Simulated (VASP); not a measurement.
# MgSiN (P4/mmm) in VASP: a series of runs, part 2 of 2

VASP 6.6.1. The steps go on from the part before.

## 3. Relaxation of cell and atoms, PBE

The input, INCAR:

```
SYSTEM = MgSiN
PREC = Accurate
ENCUT = 600
EDIFF = 1E-6
ISMEAR = 0
SIGMA = 0.1
LREAL = .False.
LASPH = .True.
NELM = 80
ALGO = Normal
ISIF = 3
LWAVE = .False.
LCHARG = .False.
GGA = PE
IBRION = 2
NSW = 100
EDIFFG = -0.01
```

The input, KPOINTS:

```
regular mesh
0
Gamma
  16 16 12
  0 0 0
```

The input, POSCAR:

```
MgSiN
1.0
    3.0675919683      0.0000000000      0.0000000000
    0.0000000000      3.0675919683      0.0000000000
    0.0000000000      0.0000000000      3.8214969929
Mg Si N
1 1 1
Direct
    0.0000000000      0.0000000000      0.0000000000
    0.5000000000      0.5000000000      0.5000000000
    0.5000000000      0.5000000000      0.0000000000
```

Potentials or basis: VASP PAW PBE potentials, release 64 (Mg, Si, N).

The run is started by

```console
$ cat potpaw_PBE.64/Mg/POTCAR potpaw_PBE.64/Si/POTCAR potpaw_PBE.64/N/POTCAR > POTCAR
$ mpirun -np 1 vasp_std > vasp.out
```

OUTCAR:

```text
SYSTEM = MgSiN
   PREC = Accurate
   ENCUT = 600
   EDIFF = 1E-6
   ISMEAR = 0
   LREAL = .False.
   LASPH = .True.
   NELM = 80
   ISIF = 3
   GGA = PE
   IBRION = 2
   NSW = 100
   EDIFFG = -0.01

 ion  position               nearest neighbor table
   1  0.000  0.000  0.000-   3 2.17   3 2.17   3 2.17   3 2.17   2 2.89   2 2.89   2 2.89   2 2.89
                             2 2.89   2 2.89   2 2.89   2 2.89
   2  0.500  0.500  0.500-   3 1.91   3 1.91   1 2.89   1 2.89   1 2.89   1 2.89   1 2.89   1 2.89
                             1 2.89   1 2.89
   3  0.500  0.500  0.000-   2 1.91   2 1.91   1 2.17   1 2.17   1 2.17   1 2.17

  LATTYP: Found a simple tetragonal cell.
 ALAT       =     3.0675919683
 C/A-ratio  =     1.2457644408

  Lattice vectors:

 A1 = (   3.0675919683,   0.0000000000,   0.0000000000)
 A2 = (   0.0000000000,   3.0675919683,   0.0000000000)
 A3 = (   0.0000000000,   0.0000000000,   3.8214969929)

Analysis of symmetry for initial positions (statically):
=====================================================================
 Subroutine PRICEL returns:
 Original cell was already a primitive cell.

 Routine SETGRP: Setting up the symmetry group for a
 simple tetragonal supercell.

 Subroutine GETGRP returns: Found 16 space group operations
 (whereof 16 operations were pure point group operations)
 out of a pool of 16 trial point group operations.

The static configuration has the point symmetry D_4h.

Analysis of symmetry for dynamics (positions and initial velocities):
=====================================================================
 Subroutine PRICEL returns:
 Original cell was already a primitive cell.

 Routine SETGRP: Setting up the symmetry group for a
 simple tetragonal supercell.

 Subroutine GETGRP returns: Found 16 space group operations
 (whereof 16 operations were pure point group operations)
 out of a pool of 16 trial point group operations.

The dynamic configuration has the point symmetry D_4h.

[... 131 lines left out ...]
 conjugate gradient relaxation of ions
 non-spin polarized calculation
 Gauss-broadening in eV      SIGMA  =   0.10
  energy-cutoff  :      600.00
  volume of cell :       35.96
 maximum number of plane-waves:      1224
 NGX is ok and might be reduce to    28
   NGX = 13   NGY = 13   NGZ = 15

--------------------------------------- Ionic step        1  -------------------------------------------

 number of electron      10.9999999 magnetization

 Free energy of the ion-electron system (eV)
  ---------------------------------------------------
  ext. energy  EPLUGINS =         0.00000000
  ---------------------------------------------------
  free energy    TOTEN  =       -16.04107959 eV

  energy without entropy =      -16.03653319  energy(sigma->0) =      -16.03880639

------------------------ aborting loop because EDIFF is reached ----------------------------------------

  FORCE on cell =-STRESS in cart. coord.  units (eV):
  Direction    XX          YY          ZZ          XY          YZ          ZX
  --------------------------------------------------------------------------------------
  -------------------------------------------------------------------------------------
  Total       -0.1064161     -0.1064161      0.0118994      0.0000000      0.0000000      0.0000000
  in kB       -4.7412101     -4.7412101      0.5301596      0.0000000      0.0000000      0.0000000
  external PRESSURE =      -2.9840869 kB  Pullay stress =       0.0000000 kB
[... 209 lines left out ...]
--------------------------------------- Ionic step        7  -------------------------------------------

 number of electron      10.9999999 magnetization

 Free energy of the ion-electron system (eV)
  ---------------------------------------------------
  ext. energy  EPLUGINS =         0.00000000
  ---------------------------------------------------
  free energy    TOTEN  =       -16.04129979 eV

  energy without entropy =      -16.03672902  energy(sigma->0) =      -16.03901440

 E-fermi :   7.2915     XC(G=0): -10.8298

 val. band max:        7.2894020147   @ k =   0.4375   0.4375   0.0000
 cond. band min:       7.2918548947   @ k =   0.2500   0.1875   0.4167
 fundamental gap:      0.0024528800
 Fermi energy:         7.2915060322

 k-point     1 :       0.0000    0.0000    0.0000
  band No.  band energies     occupation
      1      -9.5596      2.00000
      2       0.1340      2.00000
      3       0.5432      2.00000
      4       4.3602      2.00000
      5       4.3602      2.00000
      6      11.5885      0.00000
      7      11.6890      0.00000
      8      12.9650      0.00000
      9      12.9650      0.00000
[... 265 lines left out ...]
 k-point    24 :       0.5000    0.1250    0.0000
  band No.  band energies     occupation
      1      -8.5000      2.00000
      2      -0.3977      2.00000
      3       0.9349      2.00000
      4       3.0327      2.00000
      5       4.5440      2.00000
      6       6.6986      2.00000
      7      11.0313      0.00000
      8      12.8118      0.00000
      9      13.3999      0.00000

 [... further k-points ...]
[... 5 lines left out ...]
  --------------------------------------------------------------------------------------
  -------------------------------------------------------------------------------------
  Total        0.0027802      0.0027802      0.0043890      0.0000000     -0.0000000      0.0000000
  in kB        0.1242334      0.1242334      0.1961231      0.0000000     -0.0000000      0.0000000
  external PRESSURE =       0.1481966 kB  Pullay stress =       0.0000000 kB
[... 18 lines left out ...]
  FREE ENERGIE OF THE ION-ELECTRON SYSTEM (eV)
  ---------------------------------------------------
  free  energy   TOTEN  =       -16.0412997903 eV

  energy  without entropy=      -16.0367290188  energy(sigma->0) =      -16.03901440

 reached required accuracy - stopping structural energy minimisation
```

OSZICAR:

```text
N       E                     dE             d eps       ncg     rms          rms(c)
DAV:   1     0.324495917910E+02    0.32450E+02   -0.55782E+03  5862   0.112E+03
DAV:   2    -0.159033223686E+02   -0.48353E+02   -0.46382E+02  7576   0.187E+02
DAV:   3    -0.183480538265E+02   -0.24447E+01   -0.24113E+01  7292   0.489E+01
[... 37 lines left out ...]
       N       E                     dE             d eps       ncg     rms          rms(c)
DAV:   1    -0.160413271820E+02   -0.50877E-04   -0.20304E-03  6351   0.428E-01    0.374E-02
DAV:   2    -0.160413069816E+02    0.20200E-04   -0.56236E-05  6787   0.641E-02    0.187E-02
DAV:   3    -0.160413002466E+02    0.67350E-05   -0.99573E-06  6925   0.268E-02    0.539E-03
DAV:   4    -0.160412997903E+02    0.45628E-06   -0.12173E-06  3211   0.103E-02
   7 F= -.16041300E+02 E0= -.16039014E+02  d E =-.238121E-04
```

CONTCAR:

```text
MgSiN
   1.00000000000000
     3.0614078577586743    0.0000000000000000    0.0000000000000000
     0.0000000000000000    3.0614078577586743   -0.0000000000000000
    -0.0000000000000000    0.0000000000000000    3.8256668921950943
  Mg              Si              N
     1     1     1
Direct
     0.0000000000000000    0.0000000000000000    0.0000000000000000
     0.5000000000000000    0.5000000000000000    0.5000000000000000
     0.5000000000000000    0.5000000000000000    0.0000000000000000

  0.00000000E+00  0.00000000E+00  0.00000000E+00
  0.00000000E+00  0.00000000E+00  0.00000000E+00
  0.00000000E+00  0.00000000E+00  0.00000000E+00
```

Run time: 6.8 min. Hardware: 1 thread of Intel Xeon 8259CL, shared host; peak memory 0.32 GiB.

Results:

```yaml
Free_energy: -16.0413 eV
Relaxed_volume: 11.95 Å³/atom
Relaxed_cell: a = 3.061 Å, b = 3.061 Å, c = 3.826 Å, α = 90.00°, β = 90.00°, γ = 90.00°
Space_group_after_relaxing_to_0.1_Å: P4/mmm (No. 123)
Energy_gained_by_relaxing: 0.1 meV/atom
Ionic_steps: 7
Pressure_after_relaxing: 0.0 GPa
Band_gap_on_the_k_mesh: zero (an odd number of electrons rules out a gap without spin polarisation)
```

The path:
```
step  energy change (eV)  largest force (eV/Å)  pressure (GPa)  volume (Å³)
   1              0.0000                0.0000           -0.30        35.96
   2             -0.0002                0.0000            0.07        35.84
   3             -0.0002                0.0000            0.08        35.84
   4             -0.0002                0.0000            0.12        35.82
   5             -0.0002                0.0000            0.10        35.83
   6             -0.0002                0.0000            0.09        35.84
   7             -0.0002                0.0000            0.01        35.85
```

Final structure:
```xyz
3
Lattice="3.0614 0.0000 0.0000 0.0000 3.0614 0.0000 0.0000 0.0000 3.8257" Properties=species:S:1:pos:R:3 pbc="T T T"
Mg    0.0000    0.0000    0.0000
Si    1.5307    1.5307    1.9128
N     1.5307    1.5307    0.0000
```

Levels at points of the mesh, in eV from the Fermi level:
| k point | band 1 | band 2 | band 3 | band 4 | band 5 | band 6 | band 7 | band 8 | band 9 |
| --- | --- | --- | --- | --- | --- | --- | --- | --- | --- |
| (0.00, 0.00, 0.00) | -16.85 | -7.16 | -6.75 | -2.93 | -2.93 | 4.30 | 4.40 | 5.67 | 5.67 |
| (0.50, 0.00, 0.00) | -15.88 | -7.86 | -6.44 | -4.04 | -2.63 | -0.69 | 3.55 | 6.75 | 7.21 |
| (0.50, 0.50, 0.00) | -15.21 | -6.37 | -6.37 | -5.78 | -1.04 | -0.13 | 1.05 | 1.05 | 5.56 |
| (0.00, 0.00, 0.50) | -16.16 | -11.31 | -2.52 | -2.52 | -0.86 | 2.38 | 3.44 | 3.44 | 6.33 |
| (0.50, 0.00, 0.50) | -15.36 | -9.57 | -6.28 | -4.71 | -2.35 | 1.03 | 5.26 | 5.69 | 7.18 |
| (0.50, 0.50, 0.50) | -14.82 | -8.06 | -5.26 | -5.26 | -2.52 | -2.52 | 1.19 | 3.93 | 4.52 |

## 4. Relaxation of cell and atoms, PBE

This run uses another cell than the first one, of 13.23 Å³/atom.

The input, INCAR:

```
SYSTEM = MgSiN
ALGO = Normal ; EDIFF = 1E-6
EDIFFG = -0.01 ; ENCUT = 600
GGA = PE ; IBRION = 2
ISIF = 3 ; ISMEAR = 0
LASPH = .TRUE. ; LCHARG = .FALSE.
LREAL = .FALSE. ; LWAVE = .FALSE.
NELM = 100 ; NSW = 100
PREC = Accurate ; SIGMA = 0.1
```

The input, KPOINTS:

```
k-points
0
G
  14 14 14
  0 0 0
```

The input, POSCAR:

```
MgSiN
1.0
    3.3880826600      0.0000000000      0.0000000000
    0.0000000000      3.3880826600      0.0000000000
    0.0000000000      0.0000000000      3.4577454900
Mg Si N
1 1 1
Direct
    0.0000000000      0.0000000000      0.0000000000
    0.5000000000      0.5000000000      0.5000000000
    0.5000000000      0.5000000000      0.0000000000
```

The run is started by

```console
$ cat potpaw_PBE.64/Mg/POTCAR potpaw_PBE.64/Si/POTCAR potpaw_PBE.64/N/POTCAR > POTCAR
$ mpirun -np 1 vasp_std > vasp.out
```

Wall time 14 min (1 thread of Intel Xeon 8259CL, shared host); peak memory 0.32 GiB.

It converged, with:

* Free energy: -16.0445 eV
* Relaxed volume: 11.95 Å³/atom
* Relaxed cell: a = 3.062 Å, b = 3.062 Å, c = 3.822 Å, α = 90.00°, β = 90.00°, γ = 90.00°
* Space group after relaxing (to 0.1 Å): P4/mmm (No. 123)
* Energy gained by relaxing: 185.8 meV/atom
* Ionic steps: 10
* Pressure after relaxing: 0.0 GPa
* Band gap on the k mesh: zero (an odd number of electrons rules out a gap without spin polarisation)

Stress tensor (GPa, compression positive):
```
-0.01  0.00  0.00
 0.00 -0.01  0.00
 0.00  0.00  0.11
```

Step by step:
| step | energy change (eV) | largest force (eV/Å) | pressure (GPa) | volume (Å³) |
| --- | --- | --- | --- | --- |
| 1 | 0.0000 | 0.0000 | 0.53 | 39.69 |
| 2 | -0.3794 | 0.0000 | -7.72 | 39.75 |
| 3 | -0.4328 | 0.0000 | -9.53 | 39.51 |
| 4 | -0.4361 | 0.0000 | -9.39 | 39.62 |
| 5 | -0.5217 | 0.0000 | 2.80 | 34.97 |
| 6 | -0.5448 | 0.0000 | -1.73 | 36.30 |
| 7 | -0.5575 | 0.0000 | -0.23 | 35.91 |
| 8 | -0.5575 | 0.0000 | -0.12 | 35.88 |
| 9 | -0.5575 | 0.0000 | -0.08 | 35.88 |
| 10 | -0.5575 | 0.0000 | 0.03 | 35.84 |

Final structure:
```
Mg Si N
1.0
     3.06234    0.00000    0.00000
     0.00000    3.06234    0.00000
     0.00000    0.00000    3.82173
Mg Si N
1 1 1
Direct
  0.00000 0.00000 0.00000
  0.50000 0.50000 0.50000
  0.50000 0.50000 0.00000
```

Levels at points of the mesh, in eV from the Fermi level:
```
           k point  band 2  band 3  band 4  band 5  band 6  band 7  band 8  band 9
(0.00, 0.00, 0.00)   -7.22   -6.78   -2.99   -2.99    4.24    4.35    5.63    5.63
(0.50, 0.00, 0.00)   -7.91   -6.51   -4.07   -2.69   -0.72    3.52    6.69    7.17
(0.50, 0.50, 0.00)   -6.42   -6.42   -5.85   -1.07   -0.18    1.02    1.02    5.52
(0.00, 0.00, 0.50)  -11.36   -2.58   -2.58   -0.91    2.35    3.39    3.39    6.29
(0.50, 0.00, 0.50)   -9.62   -6.33   -4.75   -2.41    0.98    5.21    5.66    7.14
(0.50, 0.50, 0.50)   -8.12   -5.32   -5.32   -2.57   -2.57    1.15    3.89    4.47
```

## 5. The runs side by side

```csv
task,cell,k mesh,cutoff (eV),gap on the mesh (eV),pressure (GPa),relaxed volume (Å³/atom)
single point,"a = 3.068, b = 3.068, c = 3.821 Å, 3 atoms",14 × 14 × 14,520,none,-0.3,-
relaxation of cell and atoms,"relaxed from a = 3.068, b = 3.068, c = 3.821 Å, 3 atoms",16 × 16 × 12,600,none,0.0,11.95
relaxation of cell and atoms,"relaxed from a = 3.388, b = 3.388, c = 3.458 Å, 3 atoms",14 × 14 × 14,600,none,0.0,11.95
```

Alike in all rows: level PBE; potentials or basis VASP PAW PBE potentials, release 64 (Mg, Si, N); no spin polarisation; smearing gaussian 0.1 eV.

Absolute energies hang on the potentials; compare differences alone.
